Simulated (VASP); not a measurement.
Wanted: the native input for a VASP 6.6.1 run.

| Property | Result |
| --- | --- |
| Task | single point |
| Functional | r2SCAN |
| Potentials or basis | VASP PAW PBE potentials, release 64 (Be, Te) |
| Cutoff | 520 eV |
| k mesh | 8 × 8 × 8 |
| Occupations | gaussian, width 0.01 eV |
| Spin | no spin polarisation |
| Dipole correction | no |
| Further INCAR settings | ALGO = Normal; EDIFF = 1e-07; NBANDS = 11 |

Crystal: BeTe.

```
Be Te
1.0
     2.80012    2.80012    0.00000
    -2.80012    2.80012    0.00000
     0.00000    2.80012    2.84991
Be Te
1 1
Cartesian
  0.0000 0.0000 0.0000
  1.4001 4.2002 1.4250
```

This cell differs from its parent crystal: in-plane strain -0.01, then relaxed in part.

One way to write it, as run:

POSCAR

```
BeTe
1.0
    2.8001222357      2.8001222357      0.0000000000
   -2.8001222357      2.8001222357      0.0000000000
    0.0000000000      2.8001222357      2.8499104051
Be Te
1 1
Direct
    0.0000000000      0.0000000000      0.0000000000
    0.7500000000      0.2500000000      0.5000000000
```

INCAR.step1

```
SYSTEM = BeTe
PREC = Accurate ; ENCUT = 520
ISMEAR = 0 ; SIGMA = 0.01
LREAL = .FALSE. ; LASPH = .TRUE.
NELM = 80 ; NBANDS = 11
GGA = PE ; ALGO = Normal
EDIFF = 1E-4 ; LWAVE = .TRUE.
LCHARG = .FALSE.
```

INCAR.step2

```
SYSTEM = BeTe
PREC = Accurate ; ENCUT = 520
EDIFF = 1E-7 ; ISMEAR = 0
SIGMA = 0.01 ; LREAL = .FALSE.
LASPH = .TRUE. ; NELM = 80
ALGO = Normal ; ISIF = 2
LWAVE = .FALSE. ; LCHARG = .FALSE.
METAGGA = R2SCAN ; LMIXTAU = .TRUE.
NBANDS = 11 ; ISTART = 1
```

KPOINTS

```
regular mesh
0
G
  8 8 8
  0 0 0
```

Potentials or basis: VASP PAW PBE potentials, release 64 (Be, Te).

Command:

```bash
$ cat potpaw_PBE.64/Be/POTCAR potpaw_PBE.64/Te/POTCAR > POTCAR
$ cp INCAR.step1 INCAR
$ mpirun -np 1 vasp_std > vasp.out
$ cp INCAR.step2 INCAR
$ mpirun -np 1 vasp_std > vasp.out
```

Results of the run:

```
Pressure               : 1.0 GPa
Band gap on the k mesh : 2.26 eV, indirect (least direct gap 3.97 eV)
```

Caveat: the cell differs from its parent crystal (in-plane strain -0.01, then relaxed in part); the PAW data sets were made with another functional, which shifts forces and pressure a little; spin-orbit coupling is left out, which moves the levels of the heavy elements.

Run time: 2.1 min on 1 thread of Intel Xeon 6975P-C (shared host), peak memory 0.19 GiB.
